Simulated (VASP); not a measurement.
# Sc (P1) in VASP: single point with r2SCAN

Aim: the single point of Sc with r2SCAN.

Program: VASP 6.6.1. These are calculated values, not measurements. Logs are shortened: lines on timing, memory, paths and dates and some standing lists are left out, and cuts for length are marked.

### Step 1. The cell of the first run

The typed cell holds 8 atoms: a = 6.472 Å, b = 6.385 Å, c = 5.071 Å, α = 90.49°, β = 91.63°, γ = 60.18°.

### Step 2. Single point, r2SCAN

The input, POSCAR:

```
Sc
1.0
    3.2659650000      5.5864740000     -0.0911780000
   -3.1803450000      5.5370410000     -0.0271660000
   -0.0509570000     -0.0543910000      5.0702550000
Sc
8
Direct
    0.1417360000      0.1428550000      0.2487290000
    0.1589610000      0.6817760000      0.2151150000
    0.6564040000      0.1614630000      0.2417150000
    0.6820570000      0.6310840000      0.2592160000
    0.2715230000      0.3472800000      0.7786840000
    0.2932300000      0.8406300000      0.7119870000
    0.7857170000      0.2897680000      0.6875650000
    0.8345030000      0.8233410000      0.7576220000
```

The input, INCAR.step1:

```
SYSTEM = Sc
PREC = Accurate
ENCUT = 520
ISMEAR = -1
SIGMA = 0.1
LREAL = .False.
LASPH = .True.
NELM = 100
NBANDS = 54
GGA = PE
ALGO = Normal
EDIFF = 1E-4
LWAVE = .True.
LCHARG = .False.
```

The input, INCAR.step2:

```
SYSTEM = Sc
PREC = Accurate
ENCUT = 520
EDIFF = 1E-6
ISMEAR = -1
SIGMA = 0.1
LREAL = .False.
LASPH = .True.
NELM = 100
ALGO = Normal
ISIF = 2
LWAVE = .False.
LCHARG = .True.
METAGGA = R2SCAN
LMIXTAU = .True.
LELF = .True.
LVHAR = .True.
NBANDS = 54
ISTART = 1
```

The input, KPOINTS:

```
Automatic mesh
0
Gamma
  3 3 4
  0 0 0.5
```

Potentials or basis: VASP PAW PBE potentials, release 64 (Sc_sv).

On the command line:

```console
cat potpaw_PBE.64/Sc_sv/POTCAR > POTCAR
cp INCAR.step1 INCAR
mpirun -np 1 vasp_std > vasp.out
cp INCAR.step2 INCAR
mpirun -np 1 vasp_std > vasp.out
```

OUTCAR:

```text
SYSTEM = Sc
   PREC = Accurate
   ENCUT = 520
   EDIFF = 1E-6
   ISMEAR = -1
   LREAL = .False.
   LASPH = .True.
   NELM = 100
   ISIF = 2
   METAGGA = R2SCAN
   ISTART = 1

 ion  position               nearest neighbor table
   1  0.142  0.143  0.249-   6 2.88   2 2.89   7 3.04   5 3.06   4 3.06   3 3.08   6 3.21   5 3.25
                             3 3.39   4 3.40
   2  0.159  0.682  0.215-   1 2.89   5 2.91   8 2.91   6 2.97   6 3.06   3 3.18   4 3.24   4 3.27
                             3 3.28   8 3.35   5 3.42
   3  0.656  0.161  0.242-   7 2.65   1 3.08   4 3.09   8 3.10   5 3.15   2 3.18   7 3.18   8 3.21
                             2 3.28   4 3.31   1 3.39
   4  0.682  0.631  0.259-   7 2.91   1 3.06   3 3.09   8 3.14   6 3.21   8 3.22   2 3.24   2 3.27
                             3 3.31   1 3.40
   5  0.272  0.347  0.779-   2 2.91   8 2.95   1 3.06   3 3.15   6 3.18   7 3.21   6 3.24   1 3.25
                             7 3.36   2 3.42
   6  0.293  0.841  0.712-   1 2.88   2 2.97   8 3.04   2 3.06   7 3.11   5 3.18   1 3.21   4 3.21
                             5 3.24   7 3.38
   7  0.786  0.290  0.688-   3 2.65   8 2.86   4 2.91   1 3.04   6 3.11   3 3.18   5 3.21   5 3.36
                             6 3.38
   8  0.835  0.823  0.758-   7 2.86   2 2.91   5 2.95   6 3.04   3 3.10   4 3.14   3 3.21   4 3.22
                             2 3.35

  LATTYP: Found a triclinic cell.
 ALAT       =     8.2816638135
 B/A-ratio  =     1.3380113891
 C/A-ratio  =     0.6122927575
 COS(alpha) =     0.0067430480
 COS(beta)  =     0.6279073647
 COS(gamma) =     0.6774239902

  Lattice vectors:

 A1 = (   6.4972670000,   0.1038240000,  -5.1342670000)
 A2 = (   9.6266550000,  -5.4876080000,  -0.0368460000)
 A3 = (   0.0509570000,   0.0543910000,  -5.0702550000)

Analysis of symmetry for initial positions (statically):
=====================================================================
 Subroutine PRICEL returns:
 Original cell was already a primitive cell.

 Routine SETGRP: Setting up the symmetry group for a
 triclinic supercell.

 Subroutine GETGRP returns: Found  1 space group operations
 (whereof  1 operations were pure point group operations)
 out of a pool of  2 trial point group operations.

The static configuration has the point symmetry C_1 .

Analysis of symmetry for dynamics (positions and initial velocities):
=====================================================================
 Subroutine PRICEL returns:
 Original cell was already a primitive cell.

 Routine SETGRP: Setting up the symmetry group for a
 triclinic supercell.

 Subroutine GETGRP returns: Found  1 space group operations
 (whereof  1 operations were pure point group operations)
 out of a pool of  2 trial point group operations.

The dynamic configuration has the point symmetry C_1 .

 Subroutine INISYM returns: Found  1 space group operations
 (whereof  1 operations are pure point group operations),
 and found     1 'primitive' translations

----------------------------------------------------------------------------------------

                                     Primitive cell

  volume of cell :     181.7336

  direct lattice vectors                    reciprocal lattice vectors
     3.265965000  5.586474000 -0.091178000     0.154471901  0.088737283  0.002504398
    -3.180345000  5.537041000 -0.027166000    -0.155831893  0.091092845 -0.000588944
    -0.050957000 -0.054391000  5.070255000     0.001942922  0.002083823  0.197270620

  length of vectors
     6.471748802  6.385464380  5.070802773     0.178163256  0.180504383  0.197291193

  position of ions in fractional coordinates (direct lattice)
     0.141736000  0.142855000  0.248729000
     0.158961000  0.681776000  0.215115000
     0.656404000  0.161463000  0.241715000
     0.682057000  0.631084000  0.259216000
     0.271523000  0.347280000  0.778684000
     0.293230000  0.840630000  0.711987000
     0.785717000  0.289768000  0.687565000
     0.834503000  0.823341000  0.757622000

  ion indices of the primitive-cell ions
   primitive index   ion index
                 1           1
                 2           2
                 3           3
                 4           4
                 5           5
                 6           6
                 7           7
                 8           8

----------------------------------------------------------------------------------------

 KPOINTS: Automatic mesh

Automatic generation of k-mesh.
 Grid dimensions read from file:
 generate k-points for:    3    3    4

 Generating k-lattice:

  Cartesian coordinates                     Fractional coordinates (reciprocal lattice)
     0.051490634  0.029579094  0.000834799     0.333333333  0.000000000  0.000000000
    -0.051943964  0.030364282 -0.000196315     0.000000000  0.333333333 -0.000000000
     0.000485730  0.000520956  0.049317655     0.000000000  0.000000000  0.250000000

  Length of vectors
     0.059387752  0.060168128  0.049322798

  Shift w.r.t. Gamma in fractional coordinates (k-lattice)
     0.000000000  0.000000000  0.500000000

 Subroutine IBZKPT returns following result:
 ===========================================

 Found     18 irreducible k-points:

 Following reciprocal coordinates:
            Coordinates               Weight
  0.000000 -0.000000  0.125000      2.000000
  0.333333 -0.000000  0.125000      2.000000
 -0.333333 -0.000000  0.125000      2.000000
 -0.000000  0.333333  0.125000      2.000000
  0.333333  0.333333  0.125000      2.000000
 -0.333333  0.333333  0.125000      2.000000
[... 10 lines left out ...]
  0.333333 -0.333333  0.375000      2.000000
 -0.333333 -0.333333  0.375000      2.000000
   k-points           NKPTS =     18   k-points in BZ     NKDIM =     18   number of bands    NBANDS=     54
   number of dos      NEDOS =    301   number of ions     NIONS =      8
   total plane-waves  NPLWV =  92160
   dimension x,y,z NGX =    48 NGY =   48 NGZ =   40
   dimension x,y,z NGXF=    96 NGYF=   96 NGZF=   80
   ions per type =               8
   NGX,Y,Z   is equivalent  to a cutoff of  12.33, 12.50, 13.11 a.u.
   NGXF,Y,Z  is equivalent  to a cutoff of  24.66, 24.99, 26.23 a.u.
 SYSTEM =  Sc
   PREC   = accura    normal or accurate (medium, high low for compatibility)
   ISTART =      1    job   : 0-new  1-cont  2-samecut
   ICHARG =      0    charge: 1-file 2-atom 10-const
   ISPIN  =      1    spin polarized calculation?
   LNONCOLLINEAR =      F non collinear calculations
   LSORBIT =      F    spin-orbit coupling
   LASPH  =      T    aspherical Exc in radial PAW
   ENCUT  =  520.0 eV  38.22 Ry    6.18 a.u.  12.03 11.87  9.43*2*pi/ulx,y,z
   NELM   =    100;   NELMIN=  2; NELMDL=  0     # of ELM steps
   EDIFF  = 0.1E-05   stopping-criterion for ELM
   LREAL  =      F    real-space projection
[... 7 lines left out ...]
   TEBEG  =    0.0;   TEEND  =   0.0 temperature during run
   PSTRESS=    0.0 pullay stress
   NELECT =      88.0000    total number of electrons
   NUPDOWN=      -1.0000    fix difference up-down
   EMIN   =  10.00;   EMAX   =-10.00  energy-range for DOS
   EFERMI =   0.00;   METHOD = LEGACY
   ISMEAR =    -1;   SIGMA  =   0.10  broadening in eV -4-tet -1-fermi 0-gaus
   EFERMI_NEDOS =   21; number of points for ismear=-14 and -15
   IALGO  =     38    algorithm
   IMIX   =      4    mixing-type and parameters
     AMIX     =   0.40;   BMIX     =  1.00
     AMIX_MAG =   1.60;   BMIX_MAG =  1.00
  volume/ion in A,a.u.               =      22.72       153.30
  Fermi-wavevector in a.u.,A,eV,Ry     =   1.285555  2.429347 22.485690  1.652652
  Thomas-Fermi vector in A             =   2.417682
   LORBIT       =      0    0 simple, 1 ext, 2 COOP (PROOUT), +10 PAW based schemes
   METAGGA = R2SCAN    functional components
   LHFCALC =     F    Hartree Fock is set to
   AEXX    =    0.0000 exact exchange contribution
   IVDW    =     0    specifies the selected vdW correction
   LEPSILON=     F    determine dielectric tensor
   LRPA    =     F    only Hartree local field effects (RPA)
 non-spin polarized calculation
  energy-cutoff  :      520.00
  volume of cell :      181.73
 maximum number of plane-waves:      4912
   NGX = 25   NGY = 23   NGZ = 19

 number of electron      88.0000005 magnetization

 Free energy of the ion-electron system (eV)
  ---------------------------------------------------
  ext. energy  EPLUGINS =         0.00000000
  ---------------------------------------------------
  free energy    TOTEN  =       -89.33953139 eV

  energy without entropy =      -88.90440470  energy(sigma->0) =      -89.12196805

 E-fermi :   4.1902     XC(G=0): -10.9267

 val. band max:        4.1332946600   @ k =   0.0000  -0.0000   0.3750
 cond. band min:       4.1949288131   @ k =  -0.0000  -0.3333   0.3750
 fundamental gap:      0.0616341531
 Fermi energy:         4.1901896274

 k-point     1 :       0.0000   -0.0000    0.1250
  band No.  band energies     occupation
      1     -47.1263      2.00000
      2     -47.0767      2.00000
      3     -46.9919      2.00000
      4     -46.9666      2.00000
      5     -46.9366      2.00000
      6     -46.9101      2.00000
[... 46 lines left out ...]
     53       6.0497      0.00000
     54       6.1182      0.00000

 k-point     2 :       0.3333   -0.0000    0.1250
  band No.  band energies     occupation
      1     -47.1221      2.00000
      2     -47.0751      2.00000
      3     -46.9955      2.00000
      4     -46.9697      2.00000
      5     -46.9343      2.00000
      6     -46.9119      2.00000
[... 46 lines left out ...]
     53       5.8686      0.00000
     54       6.0569      0.00000

 k-point     3 :      -0.3333   -0.0000    0.1250
  band No.  band energies     occupation
      1     -47.1223      2.00000
      2     -47.0753      2.00000
      3     -46.9953      2.00000
      4     -46.9691      2.00000
      5     -46.9351      2.00000
      6     -46.9113      2.00000
[... 46 lines left out ...]
     53       5.8354      0.00000
     54       6.0326      0.00000
[... 742 lines left out ...]
 k-point    17 :       0.3333   -0.3333    0.3750
  band No.  band energies     occupation
      1     -47.1175      2.00000
      2     -47.0679      2.00000
      3     -46.9901      2.00000
      4     -46.9654      2.00000
      5     -46.9407      2.00000
      6     -46.9153      2.00000
[... 46 lines left out ...]
     53       5.5731      0.00000
     54       5.6648      0.00000

 k-point    18 :      -0.3333   -0.3333    0.3750
  band No.  band energies     occupation
      1     -47.1188      2.00000
      2     -47.0698      2.00000
      3     -46.9897      2.00000
      4     -46.9627      2.00000
      5     -46.9399      2.00000
      6     -46.9163      2.00000
[... 46 lines left out ...]
     53       5.5516      0.00000
     54       5.7529      0.00000

------------------------ aborting loop because EDIFF is reached ----------------------------------------

  FORCE on cell =-STRESS in cart. coord.  units (eV):
  Direction    XX          YY          ZZ          XY          YZ          ZX
  --------------------------------------------------------------------------------------
  -------------------------------------------------------------------------------------
  Total        7.1726987      9.5326777      8.7056179     -2.8584161      1.0659333      0.9962092
  in kB       63.2350668     84.0408237     76.7494008    -25.2000177      9.3973508      8.7826570
  external PRESSURE =      74.6750971 kB  Pullay stress =       0.0000000 kB

 VOLUME and BASIS-vectors are now :
 -----------------------------------------------------------------------------
  energy-cutoff  :      520.00
  volume of cell :      181.73
      direct lattice vectors                 reciprocal lattice vectors
     3.265965000  5.586474000 -0.091178000     0.154471901  0.088737283  0.002504398
    -3.180345000  5.537041000 -0.027166000    -0.155831893  0.091092845 -0.000588944
    -0.050957000 -0.054391000  5.070255000     0.001942922  0.002083823  0.197270620

 POSITION                                       TOTAL-FORCE (eV/Angst)
 -----------------------------------------------------------------------------------
     -0.00410      1.56927      1.24432        -0.424281      1.084030     -0.586393
     -1.66008      4.65135      1.05767         0.604567     -0.618928      1.024879
      1.61797      4.54786      1.16132        -0.231575     -1.189628     -0.495816
      0.20730      7.29053      1.23496        -0.629589      0.335598     -1.045384
     -0.25736      3.39741      3.91394         0.679867     -0.049201     -1.187294
     -1.75210      6.25400      3.56038         1.140502      0.321867      0.825636
      1.60953      5.95645      3.40662        -0.614110      1.457344      1.856520
      0.06834      9.17959      3.74288        -0.525381     -1.341082     -0.392148
 -----------------------------------------------------------------------------------
    total drift:                                0.000378      0.000063      0.000841

  FREE ENERGIE OF THE ION-ELECTRON SYSTEM (eV)
  ---------------------------------------------------
  free  energy   TOTEN  =       -89.3395313939 eV

  energy  without entropy=      -88.9044047006  energy(sigma->0) =      -89.12196805
```

Run time: 23 min. Hardware: 1 thread of Intel Xeon 8259CL, shared host; peak memory 0.38 GiB.

What came out:

- Free energy: -89.3395 eV
- Pressure: 7.5 GPa
- Largest force: 2.439 eV/Å
- Band gap on the k mesh: zero (bands 44 and 45 overlap by 0.37 eV)

Forces on the atoms (eV/Å):
```
Sc  -0.424  1.084 -0.586
Sc   0.605 -0.619  1.025
Sc  -0.232 -1.190 -0.496
Sc  -0.630  0.336 -1.045
Sc   0.680 -0.049 -1.187
Sc   1.141  0.322  0.826
Sc  -0.614  1.457  1.857
Sc  -0.525 -1.341 -0.392
```

Caveat: the k points lie up to 0.38 Å⁻¹ apart; the PAW data sets were made with another functional, which shifts forces and pressure a little.

The gap in the log of VASP goes by the Fermi energy; the results here count the filled bands.